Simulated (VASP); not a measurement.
Wanted: the native input for a VASP 6.6.1 run.

```
Task                   : relaxation of cell and atoms
Functional             : PBE
Potentials or basis    : VASP PAW PBE potentials, release 64 (Li_sv, F)
Cutoff                 : 600 eV
k mesh                 : 10 × 10 × 8
Occupations            : gaussian, width 0.1 eV
Spin                   : no spin polarisation
Dipole correction      : no
Further INCAR settings : ALGO = Normal; EDIFF = 1e-06; IBRION = 2; EDIFFG = -0.01; NSW = 100; ISIF = 3
```

The structure of Li4F lies in POSCAR:

```
Li4F
1.0
    3.7700378725      0.0000000000      0.0000000000
    0.0000000000      3.7700378725      0.0000000000
    0.0000000000      0.0000000000      5.3795274883
Li F
4 1
Direct
    0.5000000000      0.0000000000      0.2412337695
    0.0000000000      0.5000000000      0.7587662305
    0.5000000000      0.0000000000      0.7587662305
    0.0000000000      0.5000000000      0.2412337695
    0.0000000000      0.0000000000      0.0000000000
```

This cell differs from its parent crystal: atoms taken out.

The input as run:

INCAR

```
PREC = Accurate
ENCUT = 600
EDIFF = 1E-6
ISMEAR = 0
SIGMA = 0.1
LREAL = False
LASPH = True
NELM = 60
ALGO = Normal
ISIF = 3
LWAVE = False
LCHARG = False
GGA = PE
IBRION = 2
NSW = 100
EDIFFG = -0.01
```

KPOINTS

```
regular mesh
0
Gamma
  10 10 8
```

Potentials or basis: VASP PAW PBE potentials, release 64 (Li_sv, F).

Command:

```console
$ cat potpaw_PBE.64/Li_sv/POTCAR potpaw_PBE.64/F/POTCAR > POTCAR
$ mpirun -np 1 vasp_std > vasp.out
```

It gave:

- Relaxed volume: 15.03 Å³/atom
- Relaxed cell: a = 3.756 Å, b = 3.756 Å, c = 5.327 Å, α = 90.00°, β = 90.00°, γ = 90.00°
- Space group after relaxing (to 0.1 Å): P4/mmm (No. 123)
- Energy gained by relaxing: 0.4 meV/atom
- Ionic steps: 6
- Pressure after relaxing: 0.0 GPa
- Largest force after relaxing: 0.006 eV/Å
- Band gap on the k mesh: zero (an odd number of electrons rules out a gap without spin polarisation)

Caveat: the cell differs from its parent crystal (atoms taken out); the cutoff is under 1.25 times the usual one of these potentials, so pressure, stress and relaxed cells hold a basis-set (Pulay) error; an odd number of electrons without spin polarisation forces a metal; a magnetic or distorted state may lie lower.

Wall time 2.4 min on 1 thread of AMD EPYC 9R45 96-Core Processor (Zen 5), with other jobs on the host, peak memory 0.24 GiB.
